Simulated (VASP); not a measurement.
Input of a VASP 6.6.1 run:

Contents of POSCAR:

```
Pd
1.0
    0.0000000000      1.9465000000      1.9465000000
    1.9465000000      0.0000000000      1.9465000000
    1.9465000000      1.9465000000      0.0000000000
Pd
1
Direct
    0.0000000000      0.0000000000      0.0000000000
```

The input INCAR.step1:

```
SYSTEM = Pd
  PREC = Accurate
  ENCUT = 520
  EDIFF = 1E-5
  ISMEAR = -1
  SIGMA = 0.05
  LREAL = .False.
  LASPH = .True.
  NELM = 60
  ALGO = Normal
  ISIF = 2
  LWAVE = .True.
  LCHARG = .False.
  GGA = PE
  NBANDS = 11
```

File INCAR.step2:

```
SYSTEM = Pd
  PREC = Accurate
  ENCUT = 520
  EDIFF = 1E-7
  ISMEAR = -1
  SIGMA = 0.05
  LREAL = .False.
  LASPH = .True.
  NELM = 60
  ALGO = Normal
  ISIF = 2
  LWAVE = .False.
  LCHARG = .False.
  GGA = PE
  LHFCALC = .True.
  AEXX = 1.0
  ALDAC = 0.0
  AGGAC = 0.0
  PRECFOCK = Normal
  ISTART = 1
  NBANDS = 11
```

File KPOINTS:

```
Automatic mesh
0
Gamma
  6 6 6
  0 0 0
```

Potentials or basis: VASP PAW PBE potentials, release 64 (Pd).

Launch:

```bash
$ cat potpaw_PBE.64/Pd/POTCAR > POTCAR
$ cp INCAR.step1 INCAR
$ mpirun -np 1 vasp_std > vasp.out
$ cp INCAR.step2 INCAR
$ mpirun -np 1 vasp_std > vasp.out
```

(1) Estimate the band gap on the k mesh.

(2) Estimate the pressure.

Answers

(1) zero (band 5 reaches 10.62 eV, above the bottom of band 6 at 3.06 eV).

(2) 12.8 GPa.

Caveat: the k points lie up to 0.47 Å⁻¹ apart; the PAW data sets were made with another functional, which shifts forces and pressure a little.
